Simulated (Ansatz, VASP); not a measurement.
**SiO2: VASP beside Ansatz**

```
CELL_PARAMETERS angstrom
-4.49973 4.49973 4.49973
4.49973 -4.49973 4.49973
4.49973 4.49973 -4.49973
ATOMIC_POSITIONS crystal
Si 0.50000 0.25000 0.75000
Si 0.50000 0.75000 0.25000
Si 0.25000 0.75000 0.50000
Si 0.75000 0.25000 0.50000
Si 0.25000 0.50000 0.75000
Si 0.75000 0.50000 0.25000
O 0.35359 0.00000 0.64641
O 0.64641 0.64641 0.29283
O 0.35359 0.64641 0.00000
O 0.35359 0.70717 0.35359
O 0.64641 0.29283 0.64641
O 0.00000 0.35359 0.64641
O 0.70717 0.35359 0.35359
O 0.64641 0.35359 0.00000
O 0.00000 0.64641 0.35359
O 0.29283 0.64641 0.64641
O 0.35359 0.35359 0.70717
O 0.64641 0.00000 0.35359
```

Alike in both runs: functional LDA; k mesh 4 × 4 × 4; occupations gaussian, width 0.02 eV; no spin polarisation.

Ansatz relaxed the structure, and its values are those at the end. VASP's run is a single point on that final structure, the one shown.

|  | VASP | Ansatz |
| --- | --- | --- |
| version | VASP 6.6.1 | Ansatz 0.2.0 |
| potentials or method | VASP PAW LDA potentials, release 64 (Si, O), cutoff 520 eV | scalar-relativistic, plane waves, PAW |
| valence electrons in the cell | 96 | 96 |

VASP gave:

- gap on the k mesh at the Fermi level (eV): 5.46
- least direct gap on the mesh (eV): 5.46
- pressure (GPa): -2.8

Q: Which values does Ansatz return?

A: gap on the k mesh at the Fermi level (eV): 5.46; least direct gap on the mesh (eV): 5.46; pressure (GPa): -3.2.

LDA's correlation is that of Perdew and Zunger in VASP and of Perdew and Wang (1992) in Ansatz. Ansatz's warnings: stress scf threshold loose.
